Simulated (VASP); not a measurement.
# SnTe (R-3m) in VASP: a series of runs

SnTe is run at these levels: LDA; tasks: single point.

All numbers are computed with VASP 6.6.1; they aren't measurements. Logs are shortened: lines on timing, memory, paths and dates and some standing lists are left out, and cuts for length are marked.

### 1 The cell of the first run

It takes space group R-3m (No. 166, trigonal). The conventional cell has a = 3.543 Å, b = 3.543 Å, c = 17.357 Å, α = 90.00°, β = 90.00°, γ = 120.00°. Within 4.7 Å of Sn (site symmetry -3m) lie 6 Te at 3.54 Å and 6 Sn at 3.54 Å. Within 4.7 Å of Te (site symmetry -3m) lie 6 Sn at 3.54 Å and 6 Te at 3.54 Å.

### 2 Single point, LDA

Contents of INCAR:

```
PREC = Accurate
ENCUT = 520
EDIFF = 1E-7
ISMEAR = 0
SIGMA = 0.03
LREAL = F
LASPH = T
NELM = 80
ALGO = Normal
ISIF = 2
LWAVE = F
LCHARG = T
LELF = T
LVHAR = T
NBANDS = 17
```

Contents of KPOINTS:

```
Automatic mesh
0
Gamma
  10 10 10
```

Contents of POSCAR:

```
SnTe
1.0
    1.6702104735      4.1755261838      4.1755261838
    4.1755261838      1.6702104735      4.1755261838
    4.1755261838      4.1755261838      1.6702104735
Sn Te
1 1
Direct
    0.0000000000      0.0000000000      0.0000000000
    0.5000000000      0.5000000000      0.5000000000
```

Potentials or basis: VASP PAW LDA potentials, release 64 (Sn_d, Te).

The run is started by

```sh
cat potpaw_LDA.64/Sn_d/POTCAR potpaw_LDA.64/Te/POTCAR > POTCAR
mpirun -np 1 vasp_std > vasp.out
```

OUTCAR:

```text
PREC = Accurate
   ENCUT = 520
   EDIFF = 1E-7
   ISMEAR = 0
   LREAL = F
   LASPH = T
   NELM = 80
   ISIF = 2

 ion  position               nearest neighbor table
   1  0.000  0.000  0.000-   2 3.54   2 3.54   2 3.54   2 3.54   2 3.54   2 3.54
   2  0.500  0.500  0.500-   1 3.54   1 3.54   1 3.54   1 3.54   1 3.54   1 3.54

  LATTYP: Found a trigonal (rhomboedric) cell.
 ALAT       =     6.1367451348
 COS(alpha) =     0.8333333333

  Lattice vectors:

 A1 = (   1.6702104735,   4.1755261838,   4.1755261838)
 A2 = (   4.1755261838,   1.6702104735,   4.1755261838)
 A3 = (   4.1755261838,   4.1755261838,   1.6702104735)

Analysis of symmetry for initial positions (statically):
=====================================================================
 Subroutine PRICEL returns:
 Original cell was already a primitive cell.

 Routine SETGRP: Setting up the symmetry group for a
 trigonal (rhombohedral) supercell.

 Subroutine GETGRP returns: Found 12 space group operations
 (whereof 12 operations were pure point group operations)
 out of a pool of 12 trial point group operations.

The static configuration has the point symmetry D_3d.

Analysis of symmetry for dynamics (positions and initial velocities):
=====================================================================
 Subroutine PRICEL returns:
 Original cell was already a primitive cell.

 Routine SETGRP: Setting up the symmetry group for a
 trigonal (rhombohedral) supercell.

 Subroutine GETGRP returns: Found 12 space group operations
 (whereof 12 operations were pure point group operations)
 out of a pool of 12 trial point group operations.

The dynamic configuration has the point symmetry D_3d.

 Subroutine INISYM returns: Found 12 space group operations
 (whereof 12 operations are pure point group operations),
 and found     1 'primitive' translations

----------------------------------------------------------------------------------------

                                     Primitive cell

  volume of cell :      62.8995

  direct lattice vectors                    reciprocal lattice vectors
     1.670210474  4.175526184  4.175526184    -0.232838253  0.166313038  0.166313038
     4.175526184  1.670210474  4.175526184     0.166313038 -0.232838253  0.166313038
     4.175526184  4.175526184  1.670210474     0.166313038  0.166313038 -0.232838253

  length of vectors
     6.136745135  6.136745135  6.136745135     0.330958767  0.330958767  0.330958767

  position of ions in fractional coordinates (direct lattice)
     0.000000000  0.000000000  0.000000000
     0.500000000  0.500000000  0.500000000

  ion indices of the primitive-cell ions
   primitive index   ion index
                 1           1
                 2           2

----------------------------------------------------------------------------------------

 KPOINTS: Automatic mesh

Automatic generation of k-mesh.
 Grid dimensions read from file:
 generate k-points for:   10   10   10

 Generating k-lattice:

  Cartesian coordinates                     Fractional coordinates (reciprocal lattice)
    -0.023283825  0.016631304  0.016631304     0.100000000  0.000000000  0.000000000
     0.016631304 -0.023283825  0.016631304     0.000000000  0.100000000  0.000000000
     0.016631304  0.016631304 -0.023283825     0.000000000  0.000000000  0.100000000

  Length of vectors
     0.033095877  0.033095877  0.033095877

  Shift w.r.t. Gamma in fractional coordinates (k-lattice)
     0.000000000  0.000000000  0.000000000

 Subroutine IBZKPT returns following result:
 ===========================================

 Found    116 irreducible k-points:

 Following reciprocal coordinates:
            Coordinates               Weight
  0.000000  0.000000  0.000000      1.000000
  0.100000  0.000000  0.000000      6.000000
  0.200000  0.000000  0.000000      6.000000
  0.300000  0.000000  0.000000      6.000000
  0.400000  0.000000  0.000000      6.000000
  0.500000  0.000000  0.000000      3.000000
[... 16 lines left out ...]
  0.300000  0.300000 -0.000000      6.000000
  0.400000  0.300000  0.000000     12.000000
 [... further k-points ...]
   k-points           NKPTS =    116   k-points in BZ     NKDIM =    116   number of bands    NBANDS=     17
   number of dos      NEDOS =    301   number of ions     NIONS =      2
   total plane-waves  NPLWV = 110592
   dimension x,y,z NGX =    48 NGY =   48 NGZ =   48
   dimension x,y,z NGXF=    96 NGYF=   96 NGZF=   96
   ions per type =               1   1
   NGX,Y,Z   is equivalent  to a cutoff of  13.00, 13.00, 13.00 a.u.
   NGXF,Y,Z  is equivalent  to a cutoff of  26.01, 26.01, 26.01 a.u.
 SYSTEM =  unknown system
   PREC   = accura    normal or accurate (medium, high low for compatibility)
   ISTART =      0    job   : 0-new  1-cont  2-samecut
   ICHARG =      2    charge: 1-file 2-atom 10-const
   ISPIN  =      1    spin polarized calculation?
   LNONCOLLINEAR =      F non collinear calculations
   LSORBIT =      F    spin-orbit coupling
   LASPH  =      T    aspherical Exc in radial PAW
   ENCUT  =  520.0 eV  38.22 Ry    6.18 a.u.  11.41 11.41 11.41*2*pi/ulx,y,z
   NELM   =     80;   NELMIN=  2; NELMDL= -5     # of ELM steps
   EDIFF  = 0.1E-06   stopping-criterion for ELM
   LREAL  =      F    real-space projection
   EDIFFG = 0.1E-05   stopping-criterion for IOM
   NSW    =      0    number of steps for IOM
   IBRION =     -1    ionic relax: 0-MD 1-quasi-New 2-CG
   NFREE  =      0    steps in history (QN), initial steepest desc. (CG)
   ISIF   =      2    stress and relaxation
   ISYM   =      2    0-nonsym 1-usesym 2-fastsym
   POTIM  = 0.5000    time-step for ionic-motion
   TEBEG  =    0.0;   TEEND  =   0.0 temperature during run
   PSTRESS=    0.0 pullay stress
   NELECT =      20.0000    total number of electrons
   NUPDOWN=      -1.0000    fix difference up-down
   EMIN   =  10.00;   EMAX   =-10.00  energy-range for DOS
   EFERMI =   0.00;   METHOD = LEGACY
   ISMEAR =     0;   SIGMA  =   0.03  broadening in eV -4-tet -1-fermi 0-gaus
   EFERMI_NEDOS =   21; number of points for ismear=-14 and -15
   IALGO  =     38    algorithm
   IMIX   =      4    mixing-type and parameters
     AMIX     =   0.40;   BMIX     =  1.00
     AMIX_MAG =   1.60;   BMIX_MAG =  1.00
  volume/ion in A,a.u.               =      31.45       212.23
  Fermi-wavevector in a.u.,A,eV,Ry     =   1.117384  2.111549 16.987507  1.248547
  Thomas-Fermi vector in A             =   2.254006
   LORBIT       =      0    0 simple, 1 ext, 2 COOP (PROOUT), +10 PAW based schemes
   GGA     = CA    functional components
   LHFCALC =     F    Hartree Fock is set to
   AEXX    =    0.0000 exact exchange contribution
   IVDW    =     0    specifies the selected vdW correction
   LEPSILON=     F    determine dielectric tensor
   LRPA    =     F    only Hartree local field effects (RPA)
 non-spin polarized calculation
 Gauss-broadening in eV      SIGMA  =   0.03
  energy-cutoff  :      520.00
  volume of cell :       62.90
 maximum number of plane-waves:      1731
 NGX is ok and might be reduce to    48

 number of electron      20.0000002 magnetization

 Free energy of the ion-electron system (eV)
  ---------------------------------------------------
  ext. energy  EPLUGINS =         0.00000000
  ---------------------------------------------------
  free energy    TOTEN  =        -7.83608759 eV

  energy without entropy =       -7.83515316  energy(sigma->0) =       -7.83562038

 E-fermi :   6.4430     XC(G=0):  -9.8617

 val. band max:        6.4199804445   @ k =   0.3000   0.2000   0.0000
 cond. band min:       6.4430583308   @ k =   0.3000   0.0000   0.0000
 fundamental gap:      0.0230778863
 Fermi energy:         6.4429595239

 k-point     1 :       0.0000    0.0000    0.0000
  band No.  band energies     occupation
      1     -15.2948      2.00000
      2     -15.2410      2.00000
      3     -15.2410      2.00000
      4     -15.2226      2.00000
      5     -15.2226      2.00000
      6      -6.0509      2.00000
[... 9 lines left out ...]
     16      15.3576      0.00000
     17      16.2910      0.00000

 k-point     2 :       0.1000    0.0000    0.0000
  band No.  band energies     occupation
      1     -15.2902      2.00000
      2     -15.2417      2.00000
      3     -15.2328      2.00000
      4     -15.2266      2.00000
      5     -15.2236      2.00000
      6      -5.9179      2.00000
[... 9 lines left out ...]
     16      15.3267      0.00000
     17      15.8388      0.00000

 k-point     3 :       0.2000    0.0000    0.0000
  band No.  band energies     occupation
      1     -15.2817      2.00000
      2     -15.2400      2.00000
      3     -15.2371      2.00000
      4     -15.2261      2.00000
      5     -15.2111      2.00000
      6      -5.5323      2.00000
[... 9 lines left out ...]
     16      16.0354      0.00000
     17      16.7651      0.00000

 k-point     4 :       0.3000    0.0000    0.0000
  band No.  band energies     occupation
      1     -15.2799      2.00000
      2     -15.2500      2.00000
      3     -15.2294      2.00000
      4     -15.2292      2.00000
      5     -15.1841      2.00000
      6      -4.9480      2.00000
[... 9 lines left out ...]
     16      15.0968      0.00000
     17      17.6771      0.00000

 k-point     5 :       0.4000    0.0000    0.0000
  band No.  band energies     occupation
      1     -15.2831      2.00000
      2     -15.2603      2.00000
      3     -15.2317      2.00000
      4     -15.2163      2.00000
      5     -15.1621      2.00000
      6      -4.3182      2.00000
[... 9 lines left out ...]
     16      15.3194      0.00000
     17      17.1184      0.00000

 k-point     6 :       0.5000    0.0000    0.0000
  band No.  band energies     occupation
      1     -15.2848      2.00000
      2     -15.2642      2.00000
      3     -15.2327      2.00000
      4     -15.2108      2.00000
      5     -15.1537      2.00000
      6      -4.0069      2.00000
[... 9 lines left out ...]
     16      15.9909      0.00000
     17      16.1612      0.00000

 k-point     7 :       0.1000    0.1000    0.0000
  band No.  band energies     occupation
      1     -15.2902      2.00000
      2     -15.2417      2.00000
      3     -15.2328      2.00000
      4     -15.2267      2.00000
      5     -15.2236      2.00000
      6      -5.9114      2.00000
[... 9 lines left out ...]
     16      15.3949      0.00000
     17      15.9356      0.00000

 k-point     8 :       0.2000    0.1000    0.0000
  band No.  band energies     occupation
      1     -15.2825      2.00000
      2     -15.2427      2.00000
      3     -15.2336      2.00000
      4     -15.2256      2.00000
      5     -15.2173      2.00000
      6      -5.6459      2.00000
[... 9 lines left out ...]
     16      15.1690      0.00000
     17      16.8985      0.00000
[... 203 lines left out ...]
      1     -15.2576      2.00000
      2     -15.2553      2.00000
      3     -15.2395      2.00000
      4     -15.2228      2.00000
      5     -15.1716      2.00000
      6      -4.0558      2.00000
[... 9 lines left out ...]
     16      15.2557      0.00000
     17      16.5251      0.00000

 k-point    20 :      -0.4000    0.2000   -0.0000
  band No.  band energies     occupation
      1     -15.2593      2.00000
      2     -15.2555      2.00000
      3     -15.2417      2.00000
      4     -15.2120      2.00000
      5     -15.1725      2.00000
      6      -3.8163      2.00000
[... 9 lines left out ...]
     16      15.4729      0.00000
     17      16.7540      0.00000

 k-point    21 :      -0.3000    0.2000   -0.0000
  band No.  band energies     occupation
      1     -15.2575      2.00000
      2     -15.2554      2.00000
      3     -15.2396      2.00000
      4     -15.2228      2.00000
      5     -15.1717      2.00000
      6      -4.0943      2.00000
[... 9 lines left out ...]
     16      16.2336      0.00000
     17      17.0686      0.00000

 k-point    22 :      -0.2000    0.2000    0.0000
  band No.  band energies     occupation
      1     -15.2603      2.00000
      2     -15.2522      2.00000
      3     -15.2373      2.00000
      4     -15.2344      2.00000
      5     -15.1778      2.00000
      6      -4.6519      2.00000
[... 9 lines left out ...]
     16      16.1054      0.00000
     17      16.7561      0.00000

 k-point    23 :       0.3000    0.3000   -0.0000
  band No.  band energies     occupation
      1     -15.2798      2.00000
      2     -15.2502      2.00000
      3     -15.2293      2.00000
      4     -15.2291      2.00000
      5     -15.1841      2.00000
      6      -4.9068      2.00000
[... 9 lines left out ...]
     16      14.8177      0.00000
     17      16.3115      0.00000

 k-point    24 :       0.4000    0.3000    0.0000
  band No.  band energies     occupation
      1     -15.2735      2.00000
      2     -15.2557      2.00000
      3     -15.2325      2.00000
      4     -15.2253      2.00000
      5     -15.1724      2.00000
      6      -4.5050      2.00000
[... 9 lines left out ...]
     16      14.5740      0.00000
     17      15.2470      0.00000

 [... further k-points ...]

------------------------ aborting loop because EDIFF is reached ----------------------------------------

  FORCE on cell =-STRESS in cart. coord.  units (eV):
  Direction    XX          YY          ZZ          XY          YZ          ZX
  --------------------------------------------------------------------------------------
  -------------------------------------------------------------------------------------
  Total       -2.5194660     -2.5194660     -2.5194660     -0.4793613     -0.4793613     -0.4793613
  in kB      -64.1758616    -64.1758616    -64.1758616    -12.2102962    -12.2102962    -12.2102962
  external PRESSURE =     -64.1758616 kB  Pullay stress =       0.0000000 kB

 VOLUME and BASIS-vectors are now :
 -----------------------------------------------------------------------------
  energy-cutoff  :      520.00
  volume of cell :       62.90
      direct lattice vectors                 reciprocal lattice vectors
     1.670210474  4.175526184  4.175526184    -0.232838253  0.166313038  0.166313038
     4.175526184  1.670210474  4.175526184     0.166313038 -0.232838253  0.166313038
     4.175526184  4.175526184  1.670210474     0.166313038  0.166313038 -0.232838253

 POSITION                                       TOTAL-FORCE (eV/Angst)
 -----------------------------------------------------------------------------------
      0.00000      0.00000      0.00000         0.000000      0.000000     -0.000000
      5.01063      5.01063      5.01063        -0.000000     -0.000000      0.000000
 -----------------------------------------------------------------------------------
    total drift:                               -0.000000     -0.000000     -0.000000

  FREE ENERGIE OF THE ION-ELECTRON SYSTEM (eV)
  ---------------------------------------------------
  free  energy   TOTEN  =        -7.8360875887 eV

  energy  without entropy=       -7.8351531634  energy(sigma->0) =       -7.83562038
```

Wall time 7 min (1 thread of Intel Xeon 8259CL, shared host); peak memory 0.34 GiB.

Results:

```yaml
Free_energy: -7.8361 eV
Pressure: -6.4 GPa
Band_gap_on_the_k_mesh: zero (bands 10 and 11 overlap by 3.64 eV)
```

Caveat: the cell stands under tension; spin-orbit coupling is left out, which moves the levels of the heavy elements.

### 3 Single point, LDA

This run uses another cell than the first one, of the same volume but with other edges.

Contents of INCAR:

```
ALGO = Normal
EDIFF = 1E-6
ENCUT = 520
GGA = CA
ISIF = 2
ISMEAR = 0
LASPH = T
LCHARG = F
LREAL = F
LWAVE = F
NBANDS = 17
NELM = 80
PREC = Accurate
SIGMA = 0.03
```

Contents of KPOINTS:

```
k-points
0
Gamma
  10 10 10
```

Contents of POSCAR:

```
SnTe
1.0
   -0.6840582467      2.8541740639      2.8541740639
    2.8541740639     -0.6840582467      2.8541740639
    2.8541740639      2.8541740639     -0.6840582467
Sn Te
1 1
Direct
    0.0000000000      0.0000000000      0.0000000000
    0.5000000000      0.5000000000      0.5000000000
```

Potentials or basis: VASP PAW LDA potentials, release 64 (Sn_d, Te).

The run is started by

```sh
cat potpaw_LDA.64/Sn_d/POTCAR potpaw_LDA.64/Te/POTCAR > POTCAR
mpirun -np 1 vasp_std > vasp.out
```

Run time: 2.2 min. Hardware: 1 thread of Intel Xeon 8259CL, shared host; peak memory 0.25 GiB.

Results (log left out):

- Free energy: -8.5167 eV
- Pressure: -4.0 GPa
- Band gap on the k mesh: zero (bands 10 and 11 overlap by 1.60 eV)

Stress tensor (GPa, compression positive):
```
-4.03  1.66  1.66
 1.66 -4.03  1.66
 1.66  1.66 -4.03
```

Levels at points of the mesh, in eV from the Fermi level:
| k point | band 6 | band 7 | band 8 | band 9 | band 10 | band 11 | band 12 | band 13 | band 14 | band 15 |
| --- | --- | --- | --- | --- | --- | --- | --- | --- | --- | --- |
| (0.00, 0.00, 0.00) | -12.28 | -5.15 | -2.27 | -2.27 | -0.52 | 3.36 | 4.04 | 4.04 | 4.47 | 4.47 |
| (0.50, 0.00, 0.00) | -11.17 | -8.15 | -1.15 | -0.82 | 0.02 | 0.84 | 0.97 | 2.57 | 6.65 | 7.30 |
| (0.50, 0.50, 0.00) | -10.66 | -6.31 | -4.96 | -4.19 | -1.62 | 3.40 | 3.58 | 4.55 | 5.37 | 8.11 |
| (0.50, 0.50, 0.50) | -10.43 | -6.76 | -2.29 | -2.29 | -1.55 | -1.11 | -0.57 | -0.57 | 9.83 | 10.78 |

Caveat: the cell stands under tension; spin-orbit coupling is left out, which moves the levels of the heavy elements.

The gap in the log of VASP goes by the Fermi energy; the results here count the filled bands.